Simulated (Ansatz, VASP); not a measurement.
Sr in VASP and in Ansatz

The input INCAR:

```
SYSTEM = Sr
  ALGO = Normal
  EDIFF = 1E-7
  ENCUT = 520
  GGA = PE
  GGA_COMPAT = .FALSE.
  ISIF = 2
  ISMEAR = 0
  LASPH = .TRUE.
  LCHARG = .FALSE.
  LORBIT = 11
  LORBMOM = .TRUE.
  LREAL = .FALSE.
  LSORBIT = .TRUE.
  LWAVE = .FALSE.
  MAGMOM = 0 0 0
  NBANDS = 21
  NELM = 150
  PREC = Accurate
  SIGMA = 0.05
```

KPOINTS

```
k-points
0
G
  12 12 12
  0 0 0
```

Contents of POSCAR:

```
Sr
1.0
    0.0000000000      3.0114282139      3.0114282139
    3.0114282139      0.0000000000      3.0114282139
    3.0114282139      3.0114282139      0.0000000000
Sr
1
Direct
    0.0000000000      0.0000000000      0.0000000000
```

Input for Ansatz:

```yaml
crystal:
  lattice:
    - [0.0, 3.0114282139, 3.0114282139]
    - [3.0114282139, 0.0, 3.0114282139]
    - [3.0114282139, 3.0114282139, 0.0]
  atoms:
    - { symbol: Sr, position: [0.0, 0.0, 0.0] }
basis:
  ecutwfc: 420
  ecutrho_ratio: 4
kpoints:
  mp_grid: { grid: [12, 12, 12] }
hamiltonian:
  xc: pbe
scf:
  occupations: { method: gaussian, width: 0.05 }
output:
  forces: true
  stress: true
  eigenvalues: true
  populations: true
magnetization:
  noncollinear: true
  spin_orbit: true
```

Alike in both runs: task single point; functional PBE; k mesh 12 × 12 × 12; occupations gaussian, width 0.05 eV; non-collinear spin, spin-orbit coupling.

|  | VASP | Ansatz |
| --- | --- | --- |
| version | VASP 6.6.1 | Ansatz 0.2.0 |
| potentials or method | VASP PAW PBE potentials, release 64 (Sr_sv), cutoff 520 eV | plane waves, PAW |
| valence electrons in the cell | 10 | 10 |

```csv
,VASP,Ansatz,Ansatz less VASP
pressure (GPa),0.0,0.0,0.00
net moment per atom (μB),0.00,0.00,0.000
```
